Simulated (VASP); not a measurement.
**Ga9N8 (a cell with a defect): single point with PBE**

System: Ga9N8 (a cell with a defect).

```
CELL_PARAMETERS angstrom
4.54848 0.00000 4.54848
0.00000 -4.54848 4.54848
4.54848 -4.54848 0.00000
ATOMIC_POSITIONS crystal
Ga 0.01861 0.47632 0.53422
Ga 0.99745 0.00040 0.50719
Ga 0.51224 0.49752 0.46652
Ga 0.51227 0.02914 0.46647
Ga 0.97208 0.48525 0.03351
Ga 0.97205 0.01478 0.03343
Ga 0.67085 0.45504 0.92455
Ga 0.48788 0.01281 0.99190
Ga 0.29378 0.69771 0.81630
N 0.07883 0.63244 0.16191
N 0.12256 0.11877 0.14541
N 0.60456 0.65002 0.11353
N 0.60454 0.13736 0.11349
N 0.14709 0.63077 0.64757
N 0.14710 0.08008 0.64749
N 0.62961 0.65738 0.56102
N 0.62744 0.13007 0.61781
```

```yaml
Program: VASP 6.6.1
Task: single point
Functional: PBE
Potentials_or_basis: VASP PAW PBE potentials, release 64 (Ga_d, N)
Cutoff: 520 eV
k_mesh: 3 × 3 × 3
Occupations: gaussian, width 0.02 eV
Spin: no spin polarisation
Dipole_correction: no
Further_INCAR_settings: LREAL = Auto; ALGO = Normal; EDIFF = 1e-06; NBANDS = 92
```

```json
{
 "Pressure": "23.1 GPa",
 "Largest force": "0.035 eV/Å",
 "Band gap on the k mesh": "zero (an odd number of electrons rules out a gap without spin polarisation)"
}
```

Forces in eV/Å, atoms in the order of the input:
```
Ga   0.007  0.008  0.008
Ga  -0.008  0.006  0.007
Ga  -0.018  0.016  0.009
Ga  -0.021  0.008  0.016
Ga  -0.004  0.007 -0.021
Ga  -0.001 -0.017  0.006
Ga   0.027 -0.006 -0.006
Ga   0.020 -0.010 -0.012
Ga   0.016 -0.005 -0.004
N    0.015 -0.009 -0.011
N    0.012 -0.002  0.000
N    0.001 -0.019 -0.010
N    0.002 -0.012 -0.018
N   -0.010  0.004  0.009
N   -0.008  0.010  0.005
N   -0.024  0.017  0.018
N   -0.006  0.003  0.003
```

Stress tensor (GPa, compression positive):
```
21.12  3.91  3.92
 3.91 24.11  2.09
 3.92  2.09 24.12
```

Levels at points of the mesh, in eV from the Fermi level:
```tsv
k point	band 74	band 75	band 76	band 77	band 78	band 79	band 80	band 81	band 82	band 83
(0.00, 0.00, 0.00)	-3.94	-3.64	-3.38	-3.15	-2.66	-1.48	-0.57	-0.38	-0.23	0.67
```

It took 12 min on 1 thread of Intel(R) Xeon(R) Platinum 8259CL CPU @ 2.50GHz (Skylake/Cascade Lake), on a shared host, peak memory 0.39 GiB.

Caveat: the k points lie up to 0.40 Å⁻¹ apart, too coarse for converged energies and pressures of a metal.
